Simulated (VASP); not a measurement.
# Mg2O5 (P6/mmm) in VASP: single point with PBE

Aim: the single point of Mg2O5 with PBE.

Everything below comes from runs of VASP 6.6.1. Logs are shortened: lines on timing, memory, paths and dates and some standing lists are left out, and cuts for length are marked.

## 1. The cell of the first run

It takes space group P6/mmm (No. 191, hexagonal). Conventional cell: a = 4.244 Å, b = 4.244 Å, c = 7.627 Å, α = 90.00°, β = 90.00°, γ = 120.00°. Mg (site symmetry 6/mmm) has 2 O at 1.82 Å within 2.4 Å. Mg (site symmetry 6/mmm) has 8 O at 1.99 to 2.12 Å within 2.6 Å. O (site symmetry mmm) has 2 Mg at 2.12 Å and 4 O at 2.12 Å within 2.8 Å. Within 2.4 Å of O (site symmetry 6mm) lie 2 Mg at 1.82 to 1.99 Å.

## 2. Single point, PBE, collinear spin, ferromagnetic start

INCAR

```
SYSTEM = Mg2O5
  PREC = Accurate
  ENCUT = 520
  EDIFF = 1E-6
  ISMEAR = 0
  SIGMA = 0.1
  LREAL = .FALSE.
  LASPH = .TRUE.
  NELM = 150
  ALGO = Normal
  ISIF = 2
  LWAVE = .FALSE.
  LCHARG = .FALSE.
  ISPIN = 2
  MAGMOM = 0 0 0.63 0.63 0.63 0.63 0.63
  LORBIT = 11
  GGA = PE
  NBANDS = 30
```

KPOINTS

```
Automatic mesh
0
G
  12 12 6
  0 0 0
```

POSCAR

```
Mg2O5
1.0
    4.2440609619      0.0000000000      0.0000000000
   -2.1220304809      3.6754646083      0.0000000000
    0.0000000000      0.0000000000      7.6274680393
Mg O
2 5
Direct
    0.0000000000      0.0000000000      0.0000000000
    0.0000000000      0.0000000000      0.5000000000
    0.5000000000      0.0000000000      0.5000000000
    0.0000000000      0.5000000000      0.5000000000
    0.5000000000      0.5000000000      0.5000000000
    0.0000000000      0.0000000000      0.2390490908
    0.0000000000      0.0000000000      0.7609509092
```

Potentials or basis: VASP PAW PBE potentials, release 64 (Mg, O).

Started as:

```sh
$ cat potpaw_PBE.64/Mg/POTCAR potpaw_PBE.64/O/POTCAR > POTCAR
$ mpirun -np 1 vasp_std > vasp.out
```

OUTCAR:

```text
SYSTEM = Mg2O5
   PREC = Accurate
   ENCUT = 520
   EDIFF = 1E-6
   ISMEAR = 0
   LREAL = .FALSE.
   LASPH = .TRUE.
   NELM = 150
   ISIF = 2
   ISPIN = 2
   LORBIT = 11
   GGA = PE

 ion  position               nearest neighbor table
   1  0.000  0.000  0.000-   6 1.82   7 1.82
   2  0.000  0.000  0.500-   6 1.99   7 1.99   3 2.12   3 2.12   4 2.12   4 2.12   5 2.12   5 2.12

   3  0.500  0.000  0.500-   2 2.12   2 2.12
   4  0.000  0.500  0.500-   2 2.12   2 2.12
   5  0.500  0.500  0.500-   2 2.12   2 2.12
   6  0.000  0.000  0.239-   1 1.82   2 1.99
   7  0.000  0.000  0.761-   1 1.82   2 1.99

  LATTYP: Found a hexagonal cell.
 ALAT       =     4.2440609619
 C/A-ratio  =     1.7972098204

  Lattice vectors:

 A1 = (   4.2440609619,   0.0000000000,   0.0000000000)
 A2 = (  -2.1220304809,   3.6754646083,   0.0000000000)
 A3 = (   0.0000000000,   0.0000000000,   7.6274680393)

Analysis of symmetry for initial positions (statically):
=====================================================================
 Subroutine PRICEL returns:
 Original cell was already a primitive cell.

 Routine SETGRP: Setting up the symmetry group for a
 hexagonal supercell.

 Subroutine GETGRP returns: Found 24 space group operations
 (whereof 24 operations were pure point group operations)
 out of a pool of 24 trial point group operations.

The static configuration has the point symmetry D_6h.

Analysis of symmetry for dynamics (positions and initial velocities):
=====================================================================
 Subroutine PRICEL returns:
 Original cell was already a primitive cell.

 Routine SETGRP: Setting up the symmetry group for a
 hexagonal supercell.

 Subroutine GETGRP returns: Found 24 space group operations
 (whereof 24 operations were pure point group operations)
 out of a pool of 24 trial point group operations.

The dynamic configuration has the point symmetry D_6h.

Analysis of structural, dynamic, and magnetic symmetry:
=====================================================================
 Subroutine PRICEL returns:
 Original cell was already a primitive cell.

 Routine SETGRP: Setting up the symmetry group for a
 hexagonal supercell.

 Subroutine GETGRP returns: Found 24 space group operations
 (whereof 24 operations were pure point group operations)
 out of a pool of 24 trial point group operations.

The overall configuration has the point symmetry D_6h.

 Subroutine INISYM returns: Found 24 space group operations
 (whereof 24 operations are pure point group operations),
 and found     1 'primitive' translations

----------------------------------------------------------------------------------------

                                     Primitive cell

  volume of cell :     118.9801

  direct lattice vectors                    reciprocal lattice vectors
     4.244060962  0.000000000  0.000000000     0.235623383  0.136037223  0.000000000
    -2.122030481  3.675464608  0.000000000     0.000000000  0.272074447  0.000000000
     0.000000000  0.000000000  7.627468039     0.000000000  0.000000000  0.131105105

  length of vectors
     4.244060962  4.244060962  7.627468039     0.272074447  0.272074447  0.131105105

  position of ions in fractional coordinates (direct lattice)
     0.000000000  0.000000000  0.000000000
     0.000000000  0.000000000  0.500000000
     0.500000000  0.000000000  0.500000000
     0.000000000  0.500000000  0.500000000
     0.500000000  0.500000000  0.500000000
     0.000000000  0.000000000  0.239049091
     0.000000000  0.000000000  0.760950909

  ion indices of the primitive-cell ions
   primitive index   ion index
                 1           1
                 2           2
                 3           3
                 4           4
                 5           5
                 6           6
                 7           7

----------------------------------------------------------------------------------------

 KPOINTS: Automatic mesh

Automatic generation of k-mesh.
 Grid dimensions read from file:
 generate k-points for:   12   12    6

 Generating k-lattice:

  Cartesian coordinates                     Fractional coordinates (reciprocal lattice)
     0.019635282  0.011336435  0.000000000     0.083333333  0.000000000  0.000000000
     0.000000000  0.022672871  0.000000000     0.000000000  0.083333333  0.000000000
     0.000000000  0.000000000  0.021850851     0.000000000  0.000000000  0.166666667

  Length of vectors
     0.022672871  0.022672871  0.021850851

  Shift w.r.t. Gamma in fractional coordinates (k-lattice)
     0.000000000  0.000000000  0.000000000

 Subroutine IBZKPT returns following result:
 ===========================================

 Found     76 irreducible k-points:

 Following reciprocal coordinates:
            Coordinates               Weight
  0.000000  0.000000  0.000000      1.000000
  0.083333 -0.000000  0.000000      6.000000
  0.166667  0.000000  0.000000      6.000000
  0.250000  0.000000  0.000000      6.000000
  0.333333  0.000000  0.000000      6.000000
  0.416667  0.000000  0.000000      6.000000
[... 16 lines left out ...]
  0.250000  0.000000  0.166667     12.000000
  0.333333  0.000000  0.166667     12.000000
 [... further k-points ...]
   k-points           NKPTS =     76   k-points in BZ     NKDIM =     76   number of bands    NBANDS=     30
   number of dos      NEDOS =    301   number of ions     NIONS =      7
   total plane-waves  NPLWV =  61440
   dimension x,y,z NGX =    32 NGY =   32 NGZ =   60
   dimension x,y,z NGXF=    64 NGYF=   64 NGZF=  120
   ions per type =               2   5
   NGX,Y,Z   is equivalent  to a cutoff of  12.53, 12.53, 13.08 a.u.
   NGXF,Y,Z  is equivalent  to a cutoff of  25.07, 25.07, 26.15 a.u.
 SYSTEM =  Mg2O5
   PREC   = accura    normal or accurate (medium, high low for compatibility)
   ISTART =      0    job   : 0-new  1-cont  2-samecut
   ICHARG =      2    charge: 1-file 2-atom 10-const
   ISPIN  =      2    spin polarized calculation?
   LNONCOLLINEAR =      F non collinear calculations
   LSORBIT =      F    spin-orbit coupling
   LASPH  =      T    aspherical Exc in radial PAW
   ENCUT  =  520.0 eV  38.22 Ry    6.18 a.u.   7.89  7.89 14.18*2*pi/ulx,y,z
   NELM   =    150;   NELMIN=  2; NELMDL= -5     # of ELM steps
   EDIFF  = 0.1E-05   stopping-criterion for ELM
   LREAL  =      F    real-space projection
   EDIFFG = 0.1E-04   stopping-criterion for IOM
   NSW    =      0    number of steps for IOM
   IBRION =     -1    ionic relax: 0-MD 1-quasi-New 2-CG
   NFREE  =      0    steps in history (QN), initial steepest desc. (CG)
   ISIF   =      2    stress and relaxation
   ISYM   =      2    0-nonsym 1-usesym 2-fastsym
   POTIM  = 0.5000    time-step for ionic-motion
   TEBEG  =    0.0;   TEEND  =   0.0 temperature during run
   PSTRESS=    0.0 pullay stress
   NELECT =      34.0000    total number of electrons
   NUPDOWN=      -1.0000    fix difference up-down
   EMIN   =  10.00;   EMAX   =-10.00  energy-range for DOS
   EFERMI =   0.00;   METHOD = LEGACY
   ISMEAR =     0;   SIGMA  =   0.10  broadening in eV -4-tet -1-fermi 0-gaus
   EFERMI_NEDOS =   21; number of points for ismear=-14 and -15
   IALGO  =     38    algorithm
   IMIX   =      4    mixing-type and parameters
     AMIX     =   0.40;   BMIX     =  1.00
     AMIX_MAG =   1.60;   BMIX_MAG =  1.00
  volume/ion in A,a.u.               =      17.00       114.70
  Fermi-wavevector in a.u.,A,eV,Ry     =   1.078309  2.037708 15.820165  1.162749
  Thomas-Fermi vector in A             =   2.214244
   LORBIT       =     11    0 simple, 1 ext, 2 COOP (PROOUT), +10 PAW based schemes
   GGA     = PE    functional components
   LHFCALC =     F    Hartree Fock is set to
   AEXX    =    0.0000 exact exchange contribution
   IVDW    =     0    specifies the selected vdW correction
   LEPSILON=     F    determine dielectric tensor
   LRPA    =     F    only Hartree local field effects (RPA)
 spin polarized calculation
 Gauss-broadening in eV      SIGMA  =   0.10
  energy-cutoff  :      520.00
  volume of cell :      118.98
 maximum number of plane-waves:      3231
 NGX is ok and might be reduce to    32
   NGX = 15   NGY = 15   NGZ = 29

 number of electron      33.9999996 magnetization       2.8848558

 Free energy of the ion-electron system (eV)
  ---------------------------------------------------
  ext. energy  EPLUGINS =         0.00000000
  ---------------------------------------------------
  free energy    TOTEN  =       -28.87921018 eV

  energy without entropy =      -28.84442297  energy(sigma->0) =      -28.86181658

 E-fermi :  -1.2728     XC(G=0):  -7.7004

 val. band max:       -1.2735546063   @ k =   0.3333   0.0000   0.5000
 cond. band min:      -1.2726743381   @ k =   0.2500   0.0000   0.5000
 fundamental gap:      0.0008802682
 Fermi energy:        -1.2728457656

 spin component 1

 k-point     1 :       0.0000    0.0000    0.0000
  band No.  band energies     occupation
      1     -20.6576      1.00000
      2     -17.5381      1.00000
      3     -17.4285      1.00000
      4     -17.3033      1.00000
      5     -17.3033      1.00000
      6      -7.3283      1.00000
[... 21 lines left out ...]
     28       9.9110      0.00000
     29      11.3772      0.00000

 k-point     2 :       0.0833   -0.0000    0.0000
  band No.  band energies     occupation
      1     -20.6184      1.00000
      2     -17.5387      1.00000
      3     -17.4267      1.00000
      4     -17.3790      1.00000
      5     -17.3082      1.00000
      6      -7.2173      1.00000
[... 696 lines left out ...]
 k-point    24 :       0.3333    0.0000    0.1667
  band No.  band energies     occupation
      1     -20.0769      1.00000
      2     -18.2791      1.00000
      3     -17.5248      1.00000
      4     -17.4055      1.00000
      5     -17.3565      1.00000
      6      -6.5783      1.00000
[... 21 lines left out ...]
     28      11.5795      0.00000
     29      12.8016      0.00000

 [... further k-points ...]

 spin component 2

 k-point     1 :       0.0000    0.0000    0.0000
  band No.  band energies     occupation
      1     -19.8808      1.00000
      2     -16.5755      1.00000
      3     -16.4561      1.00000
      4     -16.3677      1.00000
      5     -16.3677      1.00000
      6      -6.8789      1.00000
[... 21 lines left out ...]
     28      10.0058      0.00000
     29      11.3113      0.00000

 k-point     2 :       0.0833   -0.0000    0.0000
  band No.  band energies     occupation
      1     -19.8403      1.00000
      2     -16.5764      1.00000
      3     -16.4541      1.00000
      4     -16.4490      1.00000
      5     -16.3732      1.00000
      6      -6.7625      1.00000
[... 696 lines left out ...]
 k-point    24 :       0.3333    0.0000    0.1667
  band No.  band energies     occupation
      1     -19.2798      1.00000
      2     -17.4078      1.00000
      3     -16.5614      1.00000
      4     -16.4305      1.00000
      5     -16.4286      1.00000
      6      -6.0919      1.00000
[... 21 lines left out ...]
     28      11.7649      0.00000
     29      12.8780      0.00000

 [... further k-points ...]

 [bands above 29 left out]

------------------------ aborting loop because EDIFF is reached ----------------------------------------

  FORCE on cell =-STRESS in cart. coord.  units (eV):
  Direction    XX          YY          ZZ          XY          YZ          ZX
  --------------------------------------------------------------------------------------
  -------------------------------------------------------------------------------------
  Total       -0.2187364     -0.2187364     -0.1052133     -0.0000000     -0.0000000     -0.0000000
  in kB       -2.9454894     -2.9454894     -1.4167952     -0.0000000     -0.0000000     -0.0000000
  external PRESSURE =      -2.4359247 kB  Pullay stress =       0.0000000 kB

 VOLUME and BASIS-vectors are now :
 -----------------------------------------------------------------------------
  energy-cutoff  :      520.00
  volume of cell :      118.98
      direct lattice vectors                 reciprocal lattice vectors
     4.244060962  0.000000000  0.000000000     0.235623383  0.136037223  0.000000000
    -2.122030481  3.675464608  0.000000000     0.000000000  0.272074447  0.000000000
     0.000000000  0.000000000  7.627468039     0.000000000  0.000000000  0.131105105

 POSITION                                       TOTAL-FORCE (eV/Angst)
 -----------------------------------------------------------------------------------
      0.00000      0.00000      0.00000         0.000000      0.000000      0.000000
      0.00000      0.00000      3.81373         0.000000      0.000000      0.000000
      2.12203      0.00000      3.81373         0.000000      0.000000      0.000000
     -1.06102      1.83773      3.81373         0.000000      0.000000      0.000000
      1.06102      1.83773      3.81373         0.000000      0.000000      0.000000
      0.00000      0.00000      1.82334        -0.000000     -0.000000      0.041911
      0.00000      0.00000      5.80413        -0.000000      0.000000     -0.041911
 -----------------------------------------------------------------------------------
    total drift:                                0.000000      0.000000     -0.000000

  FREE ENERGIE OF THE ION-ELECTRON SYSTEM (eV)
  ---------------------------------------------------
  free  energy   TOTEN  =       -28.8792101798 eV

  energy  without entropy=      -28.8444229720  energy(sigma->0) =      -28.86181658

 total charge

# of ion       s       p       d       tot
------------------------------------------
    1        0.188   0.187   0.059   0.435
    2        0.134   0.174   0.086   0.394
    3        1.633   3.064   0.000   4.697
    4        1.633   3.064   0.000   4.697
    5        1.633   3.064   0.000   4.697
    6        1.579   3.326   0.000   4.905
    7        1.579   3.326   0.000   4.905
--------------------------------------------------
tot          8.379  16.204   0.145  24.728

 magnetization (x)

# of ion       s       p       d       tot
------------------------------------------
    1       -0.006  -0.003   0.005  -0.004
    2       -0.004  -0.005  -0.001  -0.010
    3        0.006   0.456   0.000   0.462
    4        0.006   0.456   0.000   0.462
    5        0.006   0.456   0.000   0.462
    6        0.006   0.508   0.000   0.514
    7        0.006   0.508   0.000   0.514
--------------------------------------------------
tot          0.022   2.374   0.005   2.401
```

Wall time 5.7 min (1 thread of Intel Xeon 6975P-C (Granite Rapids), shared host); peak memory 0.53 GiB.

What came out:

- Free energy: -28.8792 eV
- Pressure: -0.2 GPa
- Largest force: 0.042 eV/Å
- Net moment: 2.88 μB per cell
- Site moments: Mg -0.00, -0.01; O +0.46, +0.51 μB
- Valence electrons inside the program's atomic spheres: Mg 0.43, 0.39; O 4.70, 4.91

Forces in eV/Å, atoms in the order of the input:
```
Mg   0.000  0.000  0.000
Mg   0.000  0.000  0.000
O    0.000  0.000  0.000
O    0.000  0.000  0.000
O    0.000  0.000  0.000
O    0.000  0.000  0.042
O    0.000  0.000 -0.042
```
